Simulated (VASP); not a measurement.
# EuO (Fm-3m) in VASP: further runs

Runs on EuO. Level: PBE+U. Tasks: single point.

All numbers are computed with VASP 6.6.1; they aren't measurements. Logs are shortened: lines on timing, memory, paths and dates and some standing lists are left out, and cuts for length are marked.

## (1) The cell of the first run

The structure is cubic, space group Fm-3m (No. 225). The conventional cell has a = 5.144 Å, b = 5.144 Å, c = 5.144 Å, α = 90.00°, β = 90.00°, γ = 90.00°. Eu (site symmetry m-3m) has 6 O at 2.57 Å within 3.4 Å. O (site symmetry m-3m) has 6 Eu at 2.57 Å within 3.4 Å.

## (2) Single point, PBE+U, collinear spin, ferromagnetic start

File INCAR:

```
SYSTEM = EuO
ALGO = Normal
EDIFF = 1E-6
ENCUT = 600
GGA = PE
GGA_COMPAT = .False.
ISIF = 2
ISMEAR = 0
ISPIN = 2
LASPH = .True.
LCHARG = .False.
LDAU = .True.
LDAUJ = 0 0
LDAUL = 3 -1
LDAUPRINT = 1
LDAUTYPE = 2
LDAUU = 6 0
LMAXMIX = 6
LORBIT = 11
LREAL = .False.
LWAVE = .False.
MAGMOM = 7 0
NBANDS = 22
NELM = 200
PREC = Accurate
SIGMA = 0.05
```

File KPOINTS:

```
k-points
0
Gamma
  5 5 5
  0 0 0
```

File POSCAR:

```
EuO
1.0
    0.0000000000      2.5719500000      2.5719500000
    2.5719500000      0.0000000000      2.5719500000
    2.5719500000      2.5719500000      0.0000000000
Eu O
1 1
Direct
    0.0000000000      0.0000000000      0.0000000000
    0.5000000000      0.5000000000      0.5000000000
```

Potentials or basis: VASP PAW PBE potentials, release 64 (Eu, O).

On the command line:

```bash
> cat potpaw_PBE.64/Eu/POTCAR potpaw_PBE.64/O/POTCAR > POTCAR
> mpirun -np 1 vasp_std > vasp.out
```

OUTCAR:

```text
SYSTEM = EuO
   EDIFF = 1E-6
   ENCUT = 600
   GGA = PE
   ISIF = 2
   ISMEAR = 0
   ISPIN = 2
   LASPH = .True.
   LORBIT = 11
   LREAL = .False.
   NELM = 200
   PREC = Accurate

 ion  position               nearest neighbor table
   1  0.000  0.000  0.000-   2 2.57   2 2.57   2 2.57   2 2.57   2 2.57   2 2.57
   2  0.500  0.500  0.500-   1 2.57   1 2.57   1 2.57   1 2.57   1 2.57   1 2.57

  LATTYP: Found a face centered cubic cell.
 ALAT       =     5.1439000000

  Lattice vectors:

 A1 = (   0.0000000000,   2.5719500000,   2.5719500000)
 A2 = (   2.5719500000,   0.0000000000,   2.5719500000)
 A3 = (   2.5719500000,   2.5719500000,   0.0000000000)

Analysis of symmetry for initial positions (statically):
=====================================================================
 Subroutine PRICEL returns:
 Original cell was already a primitive cell.

 Routine SETGRP: Setting up the symmetry group for a
 face centered cubic supercell.

 Subroutine GETGRP returns: Found 48 space group operations
 (whereof 48 operations were pure point group operations)
 out of a pool of 48 trial point group operations.

The static configuration has the point symmetry O_h .

Analysis of symmetry for dynamics (positions and initial velocities):
=====================================================================
 Subroutine PRICEL returns:
 Original cell was already a primitive cell.

 Routine SETGRP: Setting up the symmetry group for a
 face centered cubic supercell.

 Subroutine GETGRP returns: Found 48 space group operations
 (whereof 48 operations were pure point group operations)
 out of a pool of 48 trial point group operations.

The dynamic configuration has the point symmetry O_h .

Analysis of structural, dynamic, and magnetic symmetry:
=====================================================================
 Subroutine PRICEL returns:
 Original cell was already a primitive cell.

 Routine SETGRP: Setting up the symmetry group for a
 face centered cubic supercell.

 Subroutine GETGRP returns: Found 48 space group operations
 (whereof 48 operations were pure point group operations)
 out of a pool of 48 trial point group operations.

The overall configuration has the point symmetry O_h .

 Subroutine INISYM returns: Found 48 space group operations
 (whereof 48 operations are pure point group operations),
 and found     1 'primitive' translations

----------------------------------------------------------------------------------------

                                     Primitive cell

  volume of cell :      34.0265

  direct lattice vectors                    reciprocal lattice vectors
     0.000000000  2.571950000  2.571950000    -0.194405023  0.194405023  0.194405023
     2.571950000  0.000000000  2.571950000     0.194405023 -0.194405023  0.194405023
     2.571950000  2.571950000  0.000000000     0.194405023  0.194405023 -0.194405023

[... 109 lines left out ...]
   NGX = 15   NGY = 15   NGZ = 15

atom =   1  type =  1  l = 3

 onsite density matrix

spin component  1

  0.9750 -0.0000 -0.0005 -0.0000  0.0000 -0.0000  0.0000
 -0.0000  0.9598  0.0000  0.0000 -0.0000 -0.0000  0.0000
 -0.0005  0.0000  0.9753 -0.0000  0.0000  0.0000 -0.0000
 -0.0000  0.0000 -0.0000  0.9746 -0.0000  0.0000  0.0000
  0.0000 -0.0000  0.0000 -0.0000  0.9753  0.0000  0.0005
 -0.0000 -0.0000  0.0000  0.0000  0.0000  0.9756 -0.0000
  0.0000  0.0000 -0.0000  0.0000  0.0005 -0.0000  0.9750

spin component  2

  0.0033  0.0000  0.0015 -0.0000 -0.0000  0.0000 -0.0000
  0.0000  0.0000 -0.0000 -0.0000  0.0000  0.0000 -0.0000
  0.0015 -0.0000  0.0025  0.0000  0.0000 -0.0000 -0.0000
 -0.0000 -0.0000  0.0000  0.0045  0.0000 -0.0000  0.0000
 -0.0000  0.0000  0.0000  0.0000  0.0025  0.0000 -0.0015
  0.0000  0.0000 -0.0000 -0.0000  0.0000  0.0013  0.0000
 -0.0000 -0.0000 -0.0000  0.0000 -0.0015  0.0000  0.0033

 occupancies and eigenvectors

[... 9 lines left out ...]
  o =  0.9756  v = -0.0018  0.0000  0.0023  0.0000 -0.5364 -0.7346 -0.4155  0.0000  0.0000  0.0000  0.0000  0.0000  0.0000  0.0000      0.0000  0.0000  0.0000  0.0000  0.0000  0.0000  0.0000  0.0000  0.0000  0.0000  0.0000  0.0000  0.0000  0.0000
  o =  0.9756  v = -0.0037  0.0000  0.0048  0.0000  0.5808 -0.6785  0.4499  0.0000  0.0000  0.0000  0.0000  0.0000  0.0000  0.0000      0.0000  0.0000  0.0000  0.0000  0.0000  0.0000  0.0000  0.0000  0.0000  0.0000  0.0000  0.0000  0.0000  0.0000
  o =  0.9756  v =  0.6124 -0.0000 -0.7906  0.0000  0.0020 -0.0062  0.0015  0.0000  0.0000  0.0000  0.0000  0.0000  0.0000  0.0000      0.0000  0.0000  0.0000  0.0000  0.0000  0.0000  0.0000  0.0000  0.0000  0.0000  0.0000  0.0000  0.0000  0.0000

 number of electron      23.0000000 magnetization       7.0000004

 Free energy of the ion-electron system (eV)
  ---------------------------------------------------
  ext. energy  EPLUGINS =         0.00000000
  ---------------------------------------------------
  free energy    TOTEN  =       -21.12874553 eV

  energy without entropy =      -21.12874381  energy(sigma->0) =      -21.12874467

 E-fermi :   3.7925     XC(G=0): -10.7545

 val. band max:        3.6700575634   @ k =   0.0000   0.0000   0.0000
 cond. band min:       3.9214049153   @ k =   0.4000   0.4000   0.0000
 fundamental gap:      0.2513473519
 Fermi energy:         3.7925092420

 spin component 1

 k-point     1 :       0.0000    0.0000    0.0000
  band No.  band energies     occupation
      1     -36.0087      1.00000
      2     -14.5821      1.00000
      3     -14.5821      1.00000
      4     -14.5821      1.00000
      5     -13.9663      1.00000
      6       0.6594      1.00000
[... 239 lines left out ...]
     21      13.6704      0.00000
     22      14.8683      0.00000
 Fermi energy:         3.7925092420

 spin component 2

 k-point     1 :       0.0000    0.0000    0.0000
  band No.  band energies     occupation
      1     -32.9032      1.00000
      2     -14.0466      1.00000
      3     -12.2614      1.00000
      4     -12.2614      1.00000
      5     -12.2614      1.00000
      6       1.0550      1.00000
[... 239 lines left out ...]
     21      15.3653      0.00000
     22      16.5136      0.00000

------------------------ aborting loop because EDIFF is reached ----------------------------------------

  FORCE on cell =-STRESS in cart. coord.  units (eV):
  Direction    XX          YY          ZZ          XY          YZ          ZX
  --------------------------------------------------------------------------------------
  -------------------------------------------------------------------------------------
  Total        0.3023693      0.3023693      0.3023693      0.0000000      0.0000000     -0.0000000
  in kB       14.2374015     14.2374015     14.2374015      0.0000000      0.0000000     -0.0000000
  external PRESSURE =      14.2374015 kB  Pullay stress =       0.0000000 kB

 VOLUME and BASIS-vectors are now :
 -----------------------------------------------------------------------------
  energy-cutoff  :      600.00
  volume of cell :       34.03
      direct lattice vectors                 reciprocal lattice vectors
     0.000000000  2.571950000  2.571950000    -0.194405023  0.194405023  0.194405023
     2.571950000  0.000000000  2.571950000     0.194405023 -0.194405023  0.194405023
     2.571950000  2.571950000  0.000000000     0.194405023  0.194405023 -0.194405023

 POSITION                                       TOTAL-FORCE (eV/Angst)
 -----------------------------------------------------------------------------------
      0.00000      0.00000      0.00000        -0.000000      0.000000      0.000000
      2.57195      2.57195      2.57195         0.000000     -0.000000     -0.000000
 -----------------------------------------------------------------------------------
    total drift:                                0.000000      0.000000      0.000000

  FREE ENERGIE OF THE ION-ELECTRON SYSTEM (eV)
  ---------------------------------------------------
  free  energy   TOTEN  =       -21.1287455264 eV

  energy  without entropy=      -21.1287438055  energy(sigma->0) =      -21.12874467

 total charge

# of ion       s       p       d       f       tot
--------------------------------------------------
    1        2.033   5.803   0.301   6.819  14.956
    2        1.551   3.409   0.000   0.000   4.960
--------------------------------------------------
tot          3.584   9.212   0.301   6.819  19.916

 magnetization (x)

# of ion       s       p       d       f       tot
--------------------------------------------------
    1       -0.014  -0.113   0.068   6.786   6.727
    2       -0.005  -0.086   0.000   0.000  -0.090
--------------------------------------------------
tot         -0.019  -0.199   0.068   6.786   6.636
```

It took 21 s on 1 thread of Intel Xeon 6975P-C (Granite Rapids), shared host; peak memory 0.2 GiB.

Results:

```
Free energy                                           : -21.1287 eV
Pressure                                              : 1.4 GPa
Band gap on the k mesh                                : 0.25 eV (least direct gap 0.42 eV)
Net moment                                            : 7.00 μB per cell
Site moments                                          : Eu +6.73; O -0.09 μB
Valence electrons inside the program's atomic spheres : Eu 14.96; O 4.96
```

Eigenvalues of the final occupation matrices:
```tsv
site	spin	trace	eigenvalues
site 1 f	1	6.81	0.96 0.97 0.97 0.97 0.98 0.98 0.98
site 1 f	2	0.02	0.00 0.00 0.00 0.00 0.00 0.00 0.00
```

Caveat: the k points lie up to 0.42 Å⁻¹ apart; spin-orbit coupling is left out, which moves the levels of the heavy elements; an odd mesh through Γ misses points on the zone boundary, where band edges can lie; a cell with one magnetic atom can't hold antiferromagnetic order, which such compounds often take.

## (3) Single point, PBE+U, collinear spin, ferromagnetic start (12.48 Å³/atom)

This run uses another cell than the first one, of 12.48 Å³/atom.

File INCAR:

```
SYSTEM = EuO
PREC = Accurate
ENCUT = 600
EDIFF = 1E-6
ISMEAR = 0
SIGMA = 0.05
LREAL = .FALSE.
LASPH = .TRUE.
NELM = 200
ALGO = Normal
ISIF = 2
LWAVE = .FALSE.
LCHARG = .FALSE.
ISPIN = 2
MAGMOM = 7.2 -0.11
LORBIT = 11
LMAXMIX = 6
LDAU = .TRUE.
LDAUTYPE = 2
LDAUL = 3 -1
LDAUU = 6 0
LDAUJ = 0 0
LDAUPRINT = 1
GGA = PE
NBANDS = 22
GGA_COMPAT = .FALSE.
```

File KPOINTS:

```
Automatic mesh
0
G
  10 10 10
  0 0 0
```

File POSCAR:

```
EuO
1.0
    0.0000000000      2.3198406860      2.3198406860
    2.3198406860      0.0000000000      2.3198406860
    2.3198406860      2.3198406860      0.0000000000
Eu O
1 1
Direct
    0.0000000000      0.0000000000      0.0000000000
    0.5000000000      0.5000000000      0.5000000000
```

Potentials or basis: VASP PAW PBE potentials, release 64 (Eu, O).

On the command line:

```bash
> cat potpaw_PBE.64/Eu/POTCAR potpaw_PBE.64/O/POTCAR > POTCAR
> mpirun -np 1 vasp_std > vasp.out
```

Run time: 53 s. Hardware: 1 thread of Intel Xeon 6975P-C (Granite Rapids), shared host; peak memory 0.22 GiB.

The run converged. Its results:

```yaml
Free_energy: -19.8629 eV
Pressure: 57.3 GPa
Band_gap_on_the_k_mesh: zero (filled and empty bands overlap)
Net_moment: 6.98 μB per cell
Site_moments: Eu +6.70; O -0.13 μB
Valence_electrons_inside_the_program's_atomic_spheres: Eu 15.23; O 5.11
```

Levels at points of the mesh, in eV from the Fermi level:
Spin up:
```
           k point  band 13  band 14  band 15  band 16  band 17  band 18
(0.00, 0.00, 0.00)     0.18     0.18     0.18     2.43     2.43     2.43
(0.50, 0.00, 0.00)    -0.77    -0.74    -0.71     3.89     6.58     6.58
(0.50, 0.50, 0.00)    -0.90    -0.76    -0.08    -0.08     6.47     8.31
```
Spin down:
| k point | band 4 | band 5 | band 6 | band 7 | band 8 | band 9 | band 10 | band 11 | band 12 | band 13 |
| --- | --- | --- | --- | --- | --- | --- | --- | --- | --- | --- |
| (0.00, 0.00, 0.00) | -15.74 | -15.74 | -3.51 | -3.51 | -3.51 | 3.61 | 3.61 | 3.61 | 3.68 | 6.77 |
| (0.50, 0.00, 0.00) | -15.89 | -14.26 | -6.21 | -5.47 | -5.47 | 4.72 | 7.25 | 7.80 | 7.80 | 8.66 |
| (0.50, 0.50, 0.00) | -16.82 | -16.82 | -3.02 | -3.02 | -2.52 | -0.41 | 7.55 | 8.51 | 9.05 | 9.31 |

Eigenvalues of the final occupation matrices:
```csv
site,spin,trace,eigenvalues
site 1 f,1,6.70,0.95 0.95 0.95 0.95 0.97 0.97 0.97
site 1 f,2,0.05,0.00 0.00 0.00 0.00 0.01 0.01 0.01
```

Caveat: the cell stands under pressure; spin-orbit coupling is left out, which moves the levels of the heavy elements; a cell with one magnetic atom can't hold antiferromagnetic order, which such compounds often take. The state reached can hang on the start; a lower one may exist.

## (4) Single point, PBE+U, collinear spin, ferromagnetic start (13.18 Å³/atom)

This run uses another cell than the first one, of 13.18 Å³/atom.

File INCAR:

```
SYSTEM = EuO
ALGO = Normal
EDIFF = 1E-6
ENCUT = 600
GGA = PE
GGA_COMPAT = .False.
ISIF = 2
ISMEAR = 0
ISPIN = 2
LASPH = .True.
LCHARG = .True.
LDAU = .True.
LDAUJ = 0 0
LDAUL = 3 -1
LDAUPRINT = 1
LDAUTYPE = 2
LDAUU = 6 0
LELF = .True.
LMAXMIX = 6
LORBIT = 11
LREAL = .False.
LVHAR = .True.
LWAVE = .False.
MAGMOM = 7.25 -0.11
NBANDS = 22
NELM = 200
PREC = Accurate
SIGMA = 0.05
```

File KPOINTS:

```
k-points
0
Gamma
  10 10 10
  0 0 0
```

File POSCAR:

```
EuO
1.0
    0.0000000000      2.3620288232      2.3620288232
    2.3620288232      0.0000000000      2.3620288232
    2.3620288232      2.3620288232      0.0000000000
Eu O
1 1
Direct
    0.0000000000      0.0000000000      0.0000000000
    0.5000000000      0.5000000000      0.5000000000
```

On the command line:

```bash
> cat potpaw_PBE.64/Eu/POTCAR potpaw_PBE.64/O/POTCAR > POTCAR
> mpirun -np 1 vasp_std > vasp.out
```

It took 49 s on 1 thread of Intel Xeon 6975P-C (Granite Rapids), shared host; peak memory 0.21 GiB.

Results (log left out):

| Item | Value |
| --- | --- |
| Free energy | -20.2925 eV |
| Pressure | 42.3 GPa |
| Band gap on the k mesh | zero (filled and empty bands overlap) |
| Net moment | 6.99 μB per cell |
| Site moments | Eu +6.71; O -0.12 μB |
| Valence electrons inside the program's atomic spheres | Eu 15.16; O 5.08 |

Levels at points of the mesh, in eV from the Fermi level:
Spin up:
| k point | band 12 | band 13 | band 14 | band 15 | band 16 | band 17 | band 18 | band 19 |
| --- | --- | --- | --- | --- | --- | --- | --- | --- |
| (0.00, 0.00, 0.00) | -0.71 | 0.12 | 0.12 | 0.12 | 2.06 | 2.51 | 2.51 | 2.51 |
| (0.50, 0.00, 0.00) | -0.74 | -0.74 | -0.70 | -0.67 | 3.78 | 6.38 | 6.38 | 7.45 |
| (0.50, 0.50, 0.00) | -0.89 | -0.87 | -0.70 | -0.13 | -0.13 | 6.06 | 8.04 | 9.44 |
Spin down:
| k point | band 5 | band 6 | band 7 | band 8 | band 9 | band 10 | band 11 | band 12 |
| --- | --- | --- | --- | --- | --- | --- | --- | --- |
| (0.00, 0.00, 0.00) | -15.79 | -3.39 | -3.39 | -3.39 | 3.23 | 3.65 | 3.65 | 3.65 |
| (0.50, 0.00, 0.00) | -14.43 | -5.97 | -5.17 | -5.17 | 4.59 | 7.16 | 7.57 | 7.57 |
| (0.50, 0.50, 0.00) | -16.72 | -3.00 | -3.00 | -2.64 | -0.18 | 7.11 | 8.47 | 9.14 |

Eigenvalues of the final occupation matrices:
```tsv
site	spin	trace	eigenvalues
site 1 f	1	6.72	0.95 0.96 0.96 0.96 0.97 0.97 0.97
site 1 f	2	0.04	0.00 0.00 0.00 0.00 0.01 0.01 0.01
```

Caveat: the cell stands under pressure; spin-orbit coupling is left out, which moves the levels of the heavy elements; a cell with one magnetic atom can't hold antiferromagnetic order, which such compounds often take.

## (5) Single point, PBE+U, collinear spin, ferromagnetic start (13.87 Å³/atom)

This run uses another cell than the first one, of 13.87 Å³/atom.

File INCAR:

```
  ALGO = Normal
  EDIFF = 1E-6
  ENCUT = 600
  GGA = PE
  GGA_COMPAT = False
  ISIF = 2
  ISMEAR = 0
  ISPIN = 2
  LASPH = True
  LCHARG = True
  LDAU = True
  LDAUJ = 0 0
  LDAUL = 3 -1
  LDAUPRINT = 1
  LDAUTYPE = 2
  LDAUU = 6 0
  LELF = True
  LMAXMIX = 6
  LORBIT = 11
  LREAL = False
  LVHAR = True
  LWAVE = False
  MAGMOM = 7.29 -0.11
  NBANDS = 22
  NELM = 200
  PREC = Accurate
  SIGMA = 0.05
```

File KPOINTS:

```
k-points
0
Gamma
  10 10 10
```

File POSCAR:

```
EuO
1.0
    0.0000000000      2.4027614627      2.4027614627
    2.4027614627      0.0000000000      2.4027614627
    2.4027614627      2.4027614627      0.0000000000
Eu O
1 1
Direct
    0.0000000000      0.0000000000      0.0000000000
    0.5000000000      0.5000000000      0.5000000000
```

On the command line:

```bash
> cat potpaw_PBE.64/Eu/POTCAR potpaw_PBE.64/O/POTCAR > POTCAR
> mpirun -np 1 vasp_std > vasp.out
```

It took 57 s on 1 thread of Intel Xeon 6975P-C (Granite Rapids), shared host; peak memory 0.22 GiB.

The run converged. Its results:

| Quantity | Value |
| --- | --- |
| Free energy | -20.6060 eV |
| Pressure | 30.4 GPa |
| Band gap on the k mesh | zero (filled and empty bands overlap) |
| Net moment | 7.00 μB per cell |
| Site moments | Eu +6.71; O -0.12 μB |
| Valence electrons inside the program's atomic spheres | Eu 15.11; O 5.05 |

Levels at points of the mesh, in eV from the Fermi level:
Spin up:
| k point | band 13 | band 14 | band 15 | band 16 | band 17 | band 18 |
| --- | --- | --- | --- | --- | --- | --- |
| (0.00, 0.00, 0.00) | 0.09 | 0.09 | 0.09 | 1.76 | 2.60 | 2.60 |
| (0.50, 0.00, 0.00) | -0.69 | -0.65 | -0.63 | 3.71 | 6.22 | 6.22 |
| (0.50, 0.50, 0.00) | -0.81 | -0.65 | -0.14 | -0.14 | 5.72 | 7.83 |
Spin down:
```csv
k point,band 6,band 7,band 8,band 9,band 10,band 11
"(0.00, 0.00, 0.00)",-3.24,-3.24,-3.24,2.86,3.71,3.71
"(0.50, 0.00, 0.00)",-5.72,-4.87,-4.87,4.49,7.06,7.38
"(0.50, 0.50, 0.00)",-2.95,-2.95,-2.70,0.05,6.74,8.41
```

Eigenvalues of the final occupation matrices:
```
    site  spin  trace                         eigenvalues
site 1 f     1   6.74  0.95 0.96 0.96 0.96 0.97 0.97 0.97
site 1 f     2   0.03  0.00 0.00 0.00 0.00 0.01 0.01 0.01
```

Caveat: the cell stands under pressure; spin-orbit coupling is left out, which moves the levels of the heavy elements; a cell with one magnetic atom can't hold antiferromagnetic order, which such compounds often take.

## (6) The runs side by side

| cell | k mesh | gap on the mesh (eV) | pressure (GPa) | moment (μB) |
| --- | --- | --- | --- | --- |
| a = 3.637 Å, angles 60.0°, 2 atoms | 5 × 5 × 5 | 0.25 | 1.4 | 7.00 |
| a = 3.281 Å, angles 60.0°, 2 atoms | 10 × 10 × 10 | none | 57.3 | 6.98 |
| a = 3.340 Å, angles 60.0°, 2 atoms | 10 × 10 × 10 | none | 42.3 | 6.99 |
| a = 3.398 Å, angles 60.0°, 2 atoms | 10 × 10 × 10 | none | 30.4 | 7.00 |

Alike in all rows: task single point; level PBE+U; potentials or basis VASP PAW PBE potentials, release 64 (Eu, O); spin collinear, ferromagnetic start; Eu f U = 6.0 eV; cutoff (eV) 600; smearing gaussian 0.05 eV.

Caveats: some runs use coarse meshes; spin-orbit coupling is left out, which moves the levels of the heavy elements; a cell with one magnetic atom can't hold antiferromagnetic order, which such compounds often take; the cell stands under pressure (at least some runs); an odd mesh through Γ misses points on the zone boundary, where band edges can lie (at least some runs).

Absolute energies hang on the potentials; compare differences alone.
